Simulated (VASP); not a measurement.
Input of a VASP 6.6.1 run:

Contents of POSCAR:

```
ZrS
1.0
    0.0000000000      2.5945278842      2.5945278842
    2.5945278842      0.0000000000      2.5945278842
    2.5945278842      2.5945278842      0.0000000000
Zr S
1 1
Direct
    0.0000000000      0.0000000000      0.0000000000
    0.5000000000      0.5000000000      0.5000000000
```

INCAR.step1

```
PREC = Accurate ; ENCUT = 520
ISMEAR = 0 ; SIGMA = 0.1
LREAL = F ; LASPH = T
NELM = 100 ; NBANDS = 16
GGA = PE ; ALGO = Normal
EDIFF = 1E-4 ; LWAVE = T
LCHARG = F
```

File INCAR.step2:

```
PREC = Accurate ; ENCUT = 520
EDIFF = 1E-7 ; ISMEAR = 0
SIGMA = 0.1 ; LREAL = F
LASPH = T ; NELM = 100
ALGO = Normal ; ISIF = 2
LWAVE = F ; LCHARG = T
METAGGA = R2SCAN ; LMIXTAU = T
LELF = T ; LVHAR = T
NBANDS = 16 ; ISTART = 1
```

The input KPOINTS:

```
regular mesh
0
Gamma
  14 14 14
```

Potentials or basis: VASP PAW PBE potentials, release 64 (Zr_sv, S).

The run is started by

```sh
$ cat potpaw_PBE.64/Zr_sv/POTCAR potpaw_PBE.64/S/POTCAR > POTCAR
$ cp INCAR.step1 INCAR
$ mpirun -np 1 vasp_std > vasp.out
$ cp INCAR.step2 INCAR
$ mpirun -np 1 vasp_std > vasp.out
```

(1) Predict the band gap on the k mesh.

(2) What does it give for the pressure?

Answers

(1) zero (band 9 reaches 12.96 eV, above the bottom of band 10 at 9.87 eV).

(2) 3.0 GPa.

Caveat: the PAW data sets were made with another functional, which shifts forces and pressure a little.
